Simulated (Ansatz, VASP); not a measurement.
**AlSi16: VASP beside Ansatz**

```xyz
17
Lattice="0.0000 5.4300 5.4300 5.4300 0.0000 5.4300 5.4300 5.4300 0.0000" Properties=species:S:1:pos:R:3 pbc="T T T"
Si    0.0414    0.0467    0.0463
Si    1.3500    1.3576    1.3569
Si    2.6622    2.6665    0.0481
Si    4.0680    4.0712    1.3718
Si    2.6620    0.0487    2.6659
Si    4.0677    1.3721    4.0708
Si    5.4405    2.7002    2.7000
Si    6.7683    4.0726    4.0720
Si    0.0415    2.6683    2.6679
Si    1.3671    4.0724    4.0723
Si    2.6974    5.4437    2.7008
Si    4.0679    6.7729    4.0735
Si    2.6973    2.7009    5.4437
Si    4.0676    4.0738    6.7725
Si    5.4405    5.4446    5.4444
Si    6.7844    6.7874    6.7873
Al    9.4951    9.5025    9.5019
```

Alike in both runs: functional PBEsol; k mesh 2 × 2 × 2; occupations fermi-dirac, width 0.02 eV; collinear spin.

Ansatz relaxed the structure, and its values are those at the end. VASP's run is a single point on that final structure, the one shown.

|  | VASP | Ansatz |
| --- | --- | --- |
| version | VASP 6.6.1 | Ansatz 0.2.0 |
| potentials or method | VASP PAW PBE potentials, release 64 (Si, Al), cutoff 520 eV | scalar-relativistic, plane waves, PAW |
| valence electrons in the cell | 67 | 67 |

VASP gave:

| Item | Value |
| --- | --- |
| rms of the force components (eV/Å) | 0.004 |
| net moment per atom (μB) | 0.00 |

Question: Estimate Ansatz's values.

Answer: rms of the force components (eV/Å): 0.005; net moment per atom (μB): 0.00.

VASP's potentials were made for PBE, not for PBEsol, and Ansatz warns of the same on its side. Ansatz's warnings: seeded moment not kept.

The k mesh is coarse, so the values compare programs but aren't converged.
